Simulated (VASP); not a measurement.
A run of VASP 6.6.1 is set up as follows.

File INCAR:

```
PREC = Accurate
ENCUT = 520
EDIFF = 1E-6
ISMEAR = 0
SIGMA = 0.05
LREAL = F
LASPH = T
NELM = 80
ALGO = Normal
ISIF = 2
LWAVE = F
LCHARG = F
GGA = PE
NBANDS = 27
```

Contents of KPOINTS:

```
Automatic mesh
0
Gamma
  12 12 12
```

The input POSCAR:

```
FeNi3
1.0
    3.4793483390      0.0000000000      0.0000000000
    0.0000000000      3.4793483390      0.0000000000
    0.0000000000      0.0000000000      3.4793483390
Fe Ni
1 3
Direct
    0.0000000000      0.0000000000      0.0000000000
    0.0000000000      0.5000000000      0.5000000000
    0.5000000000      0.0000000000      0.5000000000
    0.5000000000      0.5000000000      0.0000000000
```

Potentials or basis: VASP PAW PBE potentials, release 64 (Fe, Ni).

Command:

```bash
$ cat potpaw_PBE.64/Fe/POTCAR potpaw_PBE.64/Ni/POTCAR > POTCAR
$ mpirun -np 1 vasp_std > vasp.out
```

(1) Predict the pressure.

(2) What does it give for the band gap on the k mesh?

## Answers

(1) 3.5 GPa.

(2) zero (bands 19 and 20 overlap by 1.12 eV).

Caveat: the cell stands under pressure; the run has no spin polarisation, though such a crystal can be magnetic.
